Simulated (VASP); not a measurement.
# Mg (Pm-3m) in VASP: notebook

Mg is run at these levels: PBE; tasks: relaxation of cell and atoms.

Everything below comes from runs of VASP 6.6.1. Logs are shortened: lines on timing, memory, paths and dates and some standing lists are left out, and cuts for length are marked.

### Step 1. The cell of the first run

Symmetry: Pm-3m, No. 221, cubic system. The conventional cell has a = 2.950 Å, b = 2.950 Å, c = 2.950 Å, α = 90.00°, β = 90.00°, γ = 90.00°. Mg (site symmetry m-3m) has 6 Mg at 2.95 Å within 3.9 Å.

### Step 2. Relaxation of cell and atoms, PBE, target pressure 10 GPa, at which the enthalpy is minimised

Input file INCAR:

```
PREC = Accurate
ENCUT = 600
EDIFF = 1E-6
ISMEAR = 0
SIGMA = 0.1
LREAL = F
LASPH = T
NELM = 80
ALGO = Normal
ISIF = 3
LWAVE = F
LCHARG = F
GGA = PE
IBRION = 2
NSW = 80
EDIFFG = -0.03
PSTRESS = 100.0
```

Input file KPOINTS:

```
Automatic mesh
0
Gamma
  7 7 7
```

Input file POSCAR:

```
Mg
1.0
    2.9500000000      0.0000000000      0.0000000000
    0.0000000000      2.9500000000      0.0000000000
    0.0000000000      0.0000000000      2.9500000000
Mg
1
Direct
    0.0000000000      0.0000000000      0.0000000000
```

Potentials or basis: VASP PAW PBE potentials, release 64 (Mg).

The run is started by

```bash
> cat potpaw_PBE.64/Mg/POTCAR > POTCAR
> mpirun -np 1 vasp_std > vasp.out
```

OUTCAR:

```text
PREC = Accurate
   ENCUT = 600
   EDIFF = 1E-6
   ISMEAR = 0
   LREAL = F
   LASPH = T
   NELM = 80
   ISIF = 3
   GGA = PE
   IBRION = 2
   NSW = 80
   EDIFFG = -0.03
   PSTRESS = 100.0

 ion  position               nearest neighbor table
   1  0.000  0.000  0.000-

  LATTYP: Found a simple cubic cell.
 ALAT       =     2.9500000000

  Lattice vectors:

 A1 = (   2.9500000000,   0.0000000000,   0.0000000000)
 A2 = (   0.0000000000,   2.9500000000,   0.0000000000)
 A3 = (   0.0000000000,   0.0000000000,   2.9500000000)

Analysis of symmetry for initial positions (statically):
=====================================================================
 Subroutine PRICEL returns:
 Original cell was already a primitive cell.

 Routine SETGRP: Setting up the symmetry group for a
 simple cubic supercell.

 Subroutine GETGRP returns: Found 48 space group operations
 (whereof 48 operations were pure point group operations)
 out of a pool of 48 trial point group operations.

The static configuration has the point symmetry O_h .

Analysis of symmetry for dynamics (positions and initial velocities):
=====================================================================
 Subroutine PRICEL returns:
 Original cell was already a primitive cell.

 Routine SETGRP: Setting up the symmetry group for a
 simple cubic supercell.

 Subroutine GETGRP returns: Found 48 space group operations
 (whereof 48 operations were pure point group operations)
 out of a pool of 48 trial point group operations.

The dynamic configuration has the point symmetry O_h .

 Subroutine INISYM returns: Found 48 space group operations
 (whereof 48 operations are pure point group operations),
 and found     1 'primitive' translations

----------------------------------------------------------------------------------------

                                     Primitive cell

  volume of cell :      25.6724

  direct lattice vectors                    reciprocal lattice vectors
     2.950000000  0.000000000  0.000000000     0.338983051  0.000000000  0.000000000
     0.000000000  2.950000000  0.000000000     0.000000000  0.338983051  0.000000000
     0.000000000  0.000000000  2.950000000     0.000000000  0.000000000  0.338983051

  length of vectors
     2.950000000  2.950000000  2.950000000     0.338983051  0.338983051  0.338983051

  position of ions in fractional coordinates (direct lattice)
     0.000000000  0.000000000  0.000000000

  ion indices of the primitive-cell ions
   primitive index   ion index
                 1           1

----------------------------------------------------------------------------------------

 KPOINTS: Automatic mesh

Automatic generation of k-mesh.
 Grid dimensions read from file:
 generate k-points for:    7    7    7

 Generating k-lattice:

  Cartesian coordinates                     Fractional coordinates (reciprocal lattice)
     0.048426150  0.000000000  0.000000000     0.142857143  0.000000000  0.000000000
     0.000000000  0.048426150  0.000000000     0.000000000  0.142857143  0.000000000
     0.000000000  0.000000000  0.048426150     0.000000000  0.000000000  0.142857143

  Length of vectors
     0.048426150  0.048426150  0.048426150

  Shift w.r.t. Gamma in fractional coordinates (k-lattice)
     0.000000000  0.000000000  0.000000000

 Subroutine IBZKPT returns following result:
 ===========================================

 Found     20 irreducible k-points:

 Following reciprocal coordinates:
            Coordinates               Weight
  0.000000  0.000000  0.000000      1.000000
  0.142857  0.000000  0.000000      6.000000
  0.285714  0.000000  0.000000      6.000000
  0.428571  0.000000  0.000000      6.000000
  0.142857  0.142857  0.000000     12.000000
  0.285714  0.142857  0.000000     24.000000
[... 12 lines left out ...]
  0.428571  0.428571  0.285714     24.000000
  0.428571  0.428571  0.428571      8.000000
   k-points           NKPTS =     20   k-points in BZ     NKDIM =     20   number of bands    NBANDS=      5
   number of dos      NEDOS =    301   number of ions     NIONS =      1
   total plane-waves  NPLWV =  13824
   dimension x,y,z NGX =    24 NGY =   24 NGZ =   24
   dimension x,y,z NGXF=    48 NGYF=   48 NGZF=   48
   ions per type =               1
   NGX,Y,Z   is equivalent  to a cutoff of  13.53, 13.53, 13.53 a.u.
   NGXF,Y,Z  is equivalent  to a cutoff of  27.05, 27.05, 27.05 a.u.
 SYSTEM =  unknown system
   PREC   = accura    normal or accurate (medium, high low for compatibility)
   ISTART =      0    job   : 0-new  1-cont  2-samecut
   ICHARG =      2    charge: 1-file 2-atom 10-const
   ISPIN  =      1    spin polarized calculation?
   LNONCOLLINEAR =      F non collinear calculations
   LSORBIT =      F    spin-orbit coupling
   LASPH  =      T    aspherical Exc in radial PAW
   ENCUT  =  600.0 eV  44.10 Ry    6.64 a.u.   5.89  5.89  5.89*2*pi/ulx,y,z
   NELM   =     80;   NELMIN=  2; NELMDL= -5     # of ELM steps
   EDIFF  = 0.1E-05   stopping-criterion for ELM
   LREAL  =      F    real-space projection
   EDIFFG = -.3E-01   stopping-criterion for IOM
   NSW    =     80    number of steps for IOM
   IBRION =      2    ionic relax: 0-MD 1-quasi-New 2-CG
   NFREE  =      1    steps in history (QN), initial steepest desc. (CG)
   ISIF   =      3    stress and relaxation
   ISYM   =      2    0-nonsym 1-usesym 2-fastsym
   POTIM  = 0.5000    time-step for ionic-motion
   TEBEG  =    0.0;   TEEND  =   0.0 temperature during run
   PSTRESS=  100.0 pullay stress
   NELECT =       2.0000    total number of electrons
   NUPDOWN=      -1.0000    fix difference up-down
   EMIN   =  10.00;   EMAX   =-10.00  energy-range for DOS
   EFERMI =   0.00;   METHOD = LEGACY
   ISMEAR =     0;   SIGMA  =   0.10  broadening in eV -4-tet -1-fermi 0-gaus
   EFERMI_NEDOS =   21; number of points for ismear=-14 and -15
   IALGO  =     38    algorithm
   IMIX   =      4    mixing-type and parameters
     AMIX     =   0.40;   BMIX     =  1.00
     AMIX_MAG =   1.60;   BMIX_MAG =  1.00
  volume/ion in A,a.u.               =      25.67       173.25
  Fermi-wavevector in a.u.,A,eV,Ry     =   0.699192  1.321280  6.651463  0.488869
  Thomas-Fermi vector in A             =   1.783003
   LORBIT       =      0    0 simple, 1 ext, 2 COOP (PROOUT), +10 PAW based schemes
   GGA     = PE    functional components
   LHFCALC =     F    Hartree Fock is set to
   AEXX    =    0.0000 exact exchange contribution
   IVDW    =     0    specifies the selected vdW correction
   LEPSILON=     F    determine dielectric tensor
   LRPA    =     F    only Hartree local field effects (RPA)
 conjugate gradient relaxation of ions
 non-spin polarized calculation
 Gauss-broadening in eV      SIGMA  =   0.10
  energy-cutoff  :      600.00
  volume of cell :       25.67
 maximum number of plane-waves:       876
 NGX is ok and might be reduce to    24
   NGX = 11   NGY = 11   NGZ = 11

--------------------------------------- Ionic step        1  -------------------------------------------

 number of electron       2.0000000 magnetization

 Free energy of the ion-electron system (eV)
  ---------------------------------------------------
  ext. energy  EPLUGINS =         0.00000000
  ---------------------------------------------------
  free energy    TOTEN  =        -1.09734450 eV

  energy without entropy =       -1.09576173  energy(sigma->0) =       -1.09655312

------------------------ aborting loop because EDIFF is reached ----------------------------------------

  FORCE on cell =-STRESS in cart. coord.  units (eV):
  Direction    XX          YY          ZZ          XY          YZ          ZX
  --------------------------------------------------------------------------------------
  -------------------------------------------------------------------------------------
  Total        0.2948930      0.2948930      0.2948930     -0.0000000     -0.0000000      0.0000000
  in kB       18.4038634     18.4038634     18.4038634     -0.0000000     -0.0000000      0.0000000
  external PRESSURE =     -81.5961366 kB  Pullay stress =     100.0000000 kB

 VOLUME and BASIS-vectors are now :
 -----------------------------------------------------------------------------
  energy-cutoff  :      600.00
  volume of cell :       25.67
      direct lattice vectors                 reciprocal lattice vectors
     2.950000000  0.000000000  0.000000000     0.338983051  0.000000000  0.000000000
     0.000000000  2.950000000  0.000000000     0.000000000  0.338983051  0.000000000
     0.000000000  0.000000000  2.950000000     0.000000000  0.000000000  0.338983051

 POSITION                                       TOTAL-FORCE (eV/Angst)
 -----------------------------------------------------------------------------------
      0.00000      0.00000      0.00000         0.000000      0.000000      0.000000
 -----------------------------------------------------------------------------------
    total drift:                               -0.000000      0.000000      0.000000

  FREE ENERGIE OF THE ION-ELECTRON SYSTEM (eV)
  ---------------------------------------------------
  free  energy   TOTEN  =        -1.0973445003 eV

  energy  without entropy=       -1.0957617347  energy(sigma->0) =       -1.09655312
[... 17 lines left out ...]
 VOLUME and BASIS-vectors are now :
 -----------------------------------------------------------------------------
  energy-cutoff  :      600.00
  volume of cell :       21.11
      direct lattice vectors                 reciprocal lattice vectors
     2.763929180 -0.000000000  0.000000000     0.361803771  0.000000000 -0.000000000
    -0.000000000  2.763929180 -0.000000000     0.000000000  0.361803771  0.000000000
     0.000000000 -0.000000000  2.763929180    -0.000000000  0.000000000  0.361803771

 POSITION                                       TOTAL-FORCE (eV/Angst)
 -----------------------------------------------------------------------------------
      0.00000      0.00000      0.00000         0.000000     -0.000000      0.000000
 -----------------------------------------------------------------------------------
    total drift:                                0.000000      0.000000      0.000000

  FREE ENERGIE OF THE ION-ELECTRON SYSTEM (eV)
  ---------------------------------------------------
  free  energy   TOTEN  =        -0.9419113468 eV

  energy  without entropy=       -0.9403847017  energy(sigma->0) =       -0.94114802

  enthalpy is  TOTEN    =         0.3759513061 eV   P V=        1.3178626529

--------------------------------------- Ionic step        3  -------------------------------------------

 number of electron       2.0000000 magnetization

 Free energy of the ion-electron system (eV)
  ---------------------------------------------------
  ext. energy  EPLUGINS =         0.00000000
  ---------------------------------------------------
  free energy    TOTEN  =        -0.94797821 eV

  energy without entropy =       -0.94645147  energy(sigma->0) =       -0.94721484

 E-fermi :   2.9875     XC(G=0):  -8.7166

 val. band max:        2.7323715488   @ k =   0.4286   0.1429   0.1429
 cond. band min:       3.0852045556   @ k =   0.4286   0.4286   0.1429
 fundamental gap:      0.3528330068
 Fermi energy:         2.9874973912

 k-point     1 :       0.0000    0.0000    0.0000
  band No.  band energies     occupation
      1      -4.2304      2.00000
      2      12.0774      0.00000
      3      12.0774      0.00000
      4      14.4914      0.00000
      5      14.4914      0.00000

 k-point     2 :       0.1429    0.0000    0.0000
  band No.  band energies     occupation
      1      -3.8290      2.00000
      2       9.0612      0.00000
      3      12.4300      0.00000
      4      14.8041      0.00000
      5      14.8041      0.00000

 k-point     3 :       0.2857    0.0000    0.0000
  band No.  band energies     occupation
      1      -2.6361      2.00000
      2       5.2864      0.00000
      3      13.4325      0.00000
      4      15.7424      0.00000
      5      15.7424      0.00000

 k-point     4 :       0.4286    0.0000    0.0000
  band No.  band energies     occupation
      1      -0.6829      2.00000
      2       1.9840      2.00000
      3      14.7149      0.00000
      4      17.2735      0.00000
      5      17.2735      0.00000
[... 139 lines left out ...]
 VOLUME and BASIS-vectors are now :
 -----------------------------------------------------------------------------
  energy-cutoff  :      600.00
  volume of cell :       21.21
      direct lattice vectors                 reciprocal lattice vectors
     2.768104802 -0.000000000  0.000000000     0.361257998  0.000000000 -0.000000000
    -0.000000000  2.768104802 -0.000000000     0.000000000  0.361257998  0.000000000
     0.000000000 -0.000000000  2.768104802    -0.000000000  0.000000000  0.361257998

 POSITION                                       TOTAL-FORCE (eV/Angst)
 -----------------------------------------------------------------------------------
      0.00000      0.00000      0.00000        -0.000000      0.000000      0.000000
 -----------------------------------------------------------------------------------
    total drift:                               -0.000000      0.000000      0.000000

  FREE ENERGIE OF THE ION-ELECTRON SYSTEM (eV)
  ---------------------------------------------------
  free  energy   TOTEN  =        -0.9479782092 eV

  energy  without entropy=       -0.9464514663  energy(sigma->0) =       -0.94721484

  enthalpy is  TOTEN    =         0.3758663769 eV   P V=        1.3238445861

 reached required accuracy - stopping structural energy minimisation
```

It took 2.9 s on 1 thread of Intel Xeon 6975P-C (Granite Rapids), shared host; peak memory 0.13 GiB.

What came out:

- Free energy: -0.9480 eV
- Relaxed volume: 21.21 Å³/atom
- Relaxed cell: a = 2.768 Å, b = 2.768 Å, c = 2.768 Å, α = 90.00°, β = 90.00°, γ = 90.00°
- Space group after relaxing (to 0.05 Å): Pm-3m (No. 221)
- Energy change on relaxing (the enthalpy is what falls): +149.4 meV/atom
- Ionic steps: 3
- Pressure after relaxing: 10.0 GPa
- Band gap on the k mesh: zero (band 1 reaches 5.96 eV, above the bottom of band 2 at 1.98 eV)

Step by step:
```csv
step,energy change (eV),largest force (eV/Å),pressure (GPa),volume (Å³)
1,0.0000,0.0000,1.84,25.67
2,0.1554,0.0000,10.28,21.11
3,0.1494,0.0000,10.01,21.21
```

Final structure:
```yaml
crystal:
  lattice:
    - [2.76810, 0.00000, 0.00000]
    - [0.00000, 2.76810, 0.00000]
    - [0.00000, 0.00000, 2.76810]
  atoms:
    - { symbol: Mg, position: [0.00000, 0.00000, 0.00000] }
```

Levels at points of the mesh, in eV from the Fermi level:
```csv
k point,band 1,band 2,band 3,band 4
"(0.00, 0.00, 0.00)",-7.22,9.09,9.09,11.50
```

Caveat: the cell is relaxed towards a set pressure, so the enthalpy falls and the energy may rise; the volume moved by over 15 % at a fixed basis, so the end points are rough.

### Step 3. Relaxation of cell and atoms, PBE, target pressure 20 GPa, at which the enthalpy is minimised

Input file INCAR:

```
  ALGO = Normal
  EDIFF = 1E-7
  EDIFFG = -0.03
  ENCUT = 600
  GGA = PE
  IBRION = 2
  ISIF = 3
  ISMEAR = 0
  LASPH = True
  LCHARG = False
  LREAL = False
  LWAVE = False
  NELM = 80
  NSW = 80
  PREC = Accurate
  PSTRESS = 200.0
  SIGMA = 0.1
```

Input file KPOINTS:

```
k-points
0
Gamma
  7 7 7
```

POSCAR is that of step 2.

Potentials or basis: VASP PAW PBE potentials, release 64 (Mg).

The run is started by

```bash
> cat potpaw_PBE.64/Mg/POTCAR > POTCAR
> mpirun -np 1 vasp_std > vasp.out
```

OUTCAR:

```text
EDIFF = 1E-7
   EDIFFG = -0.03
   ENCUT = 600
   GGA = PE
   IBRION = 2
   ISIF = 3
   ISMEAR = 0
   LASPH = True
   LREAL = False
   NELM = 80
   NSW = 80
   PREC = Accurate
   PSTRESS = 200.0

 ion  position               nearest neighbor table
   1  0.000  0.000  0.000-

  LATTYP: Found a simple cubic cell.
 ALAT       =     2.9500000000

  Lattice vectors:

 A1 = (   2.9500000000,   0.0000000000,   0.0000000000)
 A2 = (   0.0000000000,   2.9500000000,   0.0000000000)
 A3 = (   0.0000000000,   0.0000000000,   2.9500000000)

Analysis of symmetry for initial positions (statically):
=====================================================================
 Subroutine PRICEL returns:
 Original cell was already a primitive cell.

 Routine SETGRP: Setting up the symmetry group for a
 simple cubic supercell.

 Subroutine GETGRP returns: Found 48 space group operations
 (whereof 48 operations were pure point group operations)
 out of a pool of 48 trial point group operations.

[... 153 lines left out ...]
  ext. energy  EPLUGINS =         0.00000000
  ---------------------------------------------------
  free energy    TOTEN  =        -1.09734425 eV

  energy without entropy =       -1.09576148  energy(sigma->0) =       -1.09655286

------------------------ aborting loop because EDIFF is reached ----------------------------------------

  FORCE on cell =-STRESS in cart. coord.  units (eV):
  Direction    XX          YY          ZZ          XY          YZ          ZX
  --------------------------------------------------------------------------------------
  -------------------------------------------------------------------------------------
  Total        0.2948796      0.2948796      0.2948796      0.0000000     -0.0000000      0.0000000
  in kB       18.4030248     18.4030248     18.4030248      0.0000000     -0.0000000      0.0000000
  external PRESSURE =    -181.5969752 kB  Pullay stress =     200.0000000 kB
[... 24 lines left out ...]
--------------------------------------- Ionic step        2  -------------------------------------------

 number of electron       2.0000000 magnetization

 E-fermi :   4.6589     XC(G=0):  -9.6074

 val. band max:        4.4849877719   @ k =   0.4286   0.1429   0.1429
 cond. band min:       4.7535460496   @ k =   0.4286   0.4286   0.1429
 fundamental gap:      0.2685582776
 Fermi energy:         4.6588703043

 k-point     1 :       0.0000    0.0000    0.0000
  band No.  band energies     occupation
      1      -3.7977      2.00000
      2      14.7878      0.00000
      3      14.7878      0.00000
      4      18.5739      0.00000
      5      18.5739      0.00000
[... 186 lines left out ...]
--------------------------------------- Ionic step        3  -------------------------------------------

 number of electron       2.0000000 magnetization

 Free energy of the ion-electron system (eV)
  ---------------------------------------------------
  ext. energy  EPLUGINS =         0.00000000
  ---------------------------------------------------
  free energy    TOTEN  =        -0.69676542 eV

  energy without entropy =       -0.69522493  energy(sigma->0) =       -0.69599517

 E-fermi :   3.8361     XC(G=0):  -9.1791

 val. band max:        3.6022256317   @ k =   0.4286   0.1429   0.1429
 cond. band min:       3.9336259971   @ k =   0.4286   0.4286   0.1429
 fundamental gap:      0.3314003654
 Fermi energy:         3.8360529061

 k-point     1 :       0.0000    0.0000    0.0000
  band No.  band energies     occupation
      1      -4.0283      2.00000
      2      13.4613      0.00000
      3      13.4613      0.00000
      4      16.5590      0.00000
      5      16.5590      0.00000
[... 182 lines left out ...]
  energy  without entropy=       -0.6952249324  energy(sigma->0) =       -0.69599517

  enthalpy is  TOTEN    =         1.6058238273 eV   P V=        2.3025892424

 reached required accuracy - stopping structural energy minimisation
```

It took 3.5 s on 1 thread of Intel Xeon 6975P-C (Granite Rapids), shared host; peak memory 0.14 GiB.

What came out:

| Property | Result |
| --- | --- |
| Free energy | -0.6968 eV |
| Relaxed volume | 18.45 Å³/atom |
| Relaxed cell | a = 2.642 Å, b = 2.642 Å, c = 2.642 Å, α = 90.00°, β = 90.00°, γ = 90.00° |
| Space group after relaxing (to 0.05 Å) | Pm-3m (No. 221) |
| Energy change on relaxing (the enthalpy is what falls) | +400.6 meV/atom |
| Ionic steps | 3 |
| Pressure after relaxing | 20.0 GPa |
| Band gap on the k mesh | zero (band 1 reaches 7.04 eV, above the bottom of band 2 at 2.78 eV) |

The path:
```tsv
step	energy change (eV)	largest force (eV/Å)	pressure (GPa)	volume (Å³)
1	0.0000	0.0000	1.84	25.67
2	0.7478	0.0000	33.02	16.31
3	0.4006	0.0000	20.04	18.45
```

Final structure:
```yaml
crystal:
  lattice:
    - [2.64220, 0.00000, 0.00000]
    - [0.00000, 2.64220, 0.00000]
    - [0.00000, 0.00000, 2.64220]
  atoms:
    - { symbol: Mg, position: [0.00000, 0.00000, 0.00000] }
```

Caveat: the cell is relaxed towards a set pressure, so the enthalpy falls and the energy may rise; the volume moved by over 15 % at a fixed basis, so the end points are rough.
